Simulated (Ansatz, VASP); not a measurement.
## Sr3Al2O: VASP beside Ansatz

```
CELL_PARAMETERS angstrom
4.93952 0.00000 0.00000
-2.46976 4.27775 0.00000
0.00000 0.00000 6.42142
ATOMIC_POSITIONS crystal
Sr 0.00000 0.00000 0.27541
Sr 0.00000 0.00000 0.72459
Sr 0.33333 0.66667 0.50000
Al 0.66667 0.33333 0.73565
Al 0.66667 0.33333 0.26435
O 0.00000 0.00000 0.00000
```

Alike in both runs: task single point; functional PBE; k mesh 6 × 6 × 4; occupations gaussian, width 0.1 eV; no spin polarisation.

|  | VASP | Ansatz |
| --- | --- | --- |
| version | VASP 6.6.1 | Ansatz 0.2.0 |
| potentials or method | VASP PAW PBE potentials, release 64 (Sr_sv, Al, O), cutoff 520 eV | scalar-relativistic, plane waves, PAW |
| valence electrons in the cell | 42 | 42 |

|  | VASP | Ansatz | Ansatz less VASP |
| --- | --- | --- | --- |
| gap on the k mesh at the Fermi level (eV) | none | none | - |
| rms of the force components (eV/Å) | 2.387 | 2.019 | -0.3672 |

Atom by atom the forces differ by 0.367 eV/Å (rms over components). A gap of «none» marks a metal or a gap that the smearing closes.
